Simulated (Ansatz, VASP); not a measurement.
**Sn in VASP and in Ansatz**

INCAR

```
SYSTEM = Sn
PREC = Accurate
ENCUT = 500
EDIFF = 1E-6
ISMEAR = 0
SIGMA = 0.1
LREAL = .False.
LASPH = .True.
NELM = 120
ALGO = Normal
ISIF = 2
LWAVE = .False.
LCHARG = .True.
GGA = PS
LELF = .True.
LVHAR = .True.
NBANDS = 36
GGA_COMPAT = .False.
```

File KPOINTS:

```
Automatic mesh
0
Gamma
  6 6 4
  0 0 0
```

File POSCAR:

```
Sn
1.0
    4.4107387298      0.0000000000      0.0000000000
   -2.2053693649      3.8198117895      0.0000000000
    0.0000000000      0.0000000000      7.2792287023
Sn
4
Direct
    0.6666666667      0.3333333333      0.0629118566
    0.3333333333      0.6666666667      0.5629118566
    0.6666666667      0.3333333333      0.4370881434
    0.3333333333      0.6666666667      0.9370881434
```

Input for Ansatz:

```yaml
crystal:
  lattice:
    - [4.4107387298, 0.0, 0.0]
    - [-2.2053693649, 3.8198117895, 0.0]
    - [0.0, 0.0, 7.2792287023]
  atoms:
    - { symbol: Sn, position: [0.6666666667, 0.3333333333, 0.0629118566] }
    - { symbol: Sn, position: [0.3333333333, 0.6666666667, 0.5629118566] }
    - { symbol: Sn, position: [0.6666666667, 0.3333333333, 0.4370881434] }
    - { symbol: Sn, position: [0.3333333333, 0.6666666667, 0.9370881434] }
basis:
  ecutwfc: 420
kpoints:
  mp_grid: { grid: [6, 6, 4] }
hamiltonian:
  xc: pbesol
scf:
  occupations: { method: gaussian, width: 0.1 }
output:
  forces: true
  stress: true
  eigenvalues: true
```

Alike in both runs: task single point; functional PBEsol; k mesh 6 × 6 × 4; occupations gaussian, width 0.1 eV; no spin polarisation.

```csv
,VASP,Ansatz
version,VASP 6.6.1,Ansatz 0.2.0
potentials or method,"VASP PAW PBE potentials, release 64 (Sn_d), cutoff 500 eV","scalar-relativistic, plane waves, PAW"
valence electrons in the cell,56,56
```

Ansatz gave:

```
gap on the k mesh at the Fermi level (eV)                     : none
pressure (GPa)                                                : 7.4
traceless stress, the component that is largest in VASP (GPa) : -0.57
rms of the force components (eV/Å)                            : 0.034
```

**Question.** Which values does VASP return?

**Answer.** gap on the k mesh at the Fermi level (eV): none; pressure (GPa): 7.3; traceless stress, the component that is largest in VASP (GPa): -0.57; rms of the force components (eV/Å): 0.034.

VASP's potentials were made for PBE, not for PBEsol. Atom by atom the forces differ by 0.000 eV/Å (rms over components). A gap of «none» marks a metal or a gap that the smearing closes. The functional is the same, so the differences come from potentials, cutoffs and numerics.
